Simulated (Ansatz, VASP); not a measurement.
Two plane-wave programs on Mg3CdTe4

Contents of INCAR:

```
SYSTEM = Mg3CdTe4
  PREC = Accurate
  ENCUT = 520
  EDIFF = 1E-7
  ISMEAR = 0
  SIGMA = 0.02
  LREAL = .FALSE.
  LASPH = .TRUE.
  NELM = 80
  ALGO = Normal
  ISIF = 2
  LWAVE = .FALSE.
  LCHARG = .FALSE.
  GGA = PE
  IBRION = 2
  NSW = 50
  EDIFFG = -0.01
```

File KPOINTS:

```
regular mesh
0
G
  4 4 4
  0 0 0
```

File POSCAR:

```
Mg3CdTe4
1.0
    6.4025538654      0.0000000000      0.0000000000
    0.0000000000      6.4025538654      0.0000000000
    0.0000000000      0.0000000000      6.4025538654
Mg Cd Te
3 1 4
Direct
    0.0000000000      0.0000000000      0.5000000000
    0.0000000000      0.5000000000      0.0000000000
    0.5000000000      0.0000000000      0.0000000000
    0.5000000000      0.5000000000      0.5000000000
    0.7533568902      0.7533568902      0.7533568902
    0.7533568902      0.2466431098      0.2466431098
    0.2466431098      0.7533568902      0.2466431098
    0.2466431098      0.2466431098      0.7533568902
```

Input for Ansatz:

```yaml
crystal:
  lattice:
    - [6.4025538654, 0.0, 0.0]
    - [0.0, 6.4025538654, 0.0]
    - [0.0, 0.0, 6.4025538654]
  atoms:
    - { symbol: Mg, position: [0.0, 0.0, 0.5] }
    - { symbol: Mg, position: [0.0, 0.5, 0.0] }
    - { symbol: Mg, position: [0.5, 0.0, 0.0] }
    - { symbol: Cd, position: [0.5, 0.5, 0.5] }
    - { symbol: Te, position: [0.7533568902, 0.7533568902, 0.7533568902] }
    - { symbol: Te, position: [0.7533568902, 0.2466431098, 0.2466431098] }
    - { symbol: Te, position: [0.2466431098, 0.7533568902, 0.2466431098] }
    - { symbol: Te, position: [0.2466431098, 0.2466431098, 0.7533568902] }
basis:
  ecutwfc: 420
kpoints:
  mp_grid: { grid: [4, 4, 4] }
hamiltonian:
  xc: pbe
scf:
  occupations: { method: gaussian, width: 0.02 }
output:
  forces: true
  stress: true
  eigenvalues: true
relax:
  adjacent_minimum: "off"
  f_tol: 0.01
  max_steps: 30
```

Alike in both runs: task relaxation of the atoms; functional PBE; k mesh 4 × 4 × 4; occupations gaussian, width 0.02 eV; no spin polarisation.

|  | VASP | Ansatz |
| --- | --- | --- |
| version | VASP 6.6.1 | Ansatz 0.2.0 |
| potentials or method | VASP PAW PBE potentials, release 64 (Mg, Cd, Te), cutoff 520 eV | scalar-relativistic, plane waves, PAW |
| valence electrons in the cell | 42 | 114 |

|  | VASP | Ansatz | Ansatz less VASP |
| --- | --- | --- | --- |
| gap on the k mesh at the Fermi level, each at its own relaxed structure (eV) | 1.98 | 1.99 | +0.008 |

VASP's potentials hold 42 valence electrons a cell and Ansatz's 114, so a difference there can come from the potentials and not from the codes. Ansatz's warnings: stress scf threshold loose.

Neither program's run includes spin-orbit coupling.
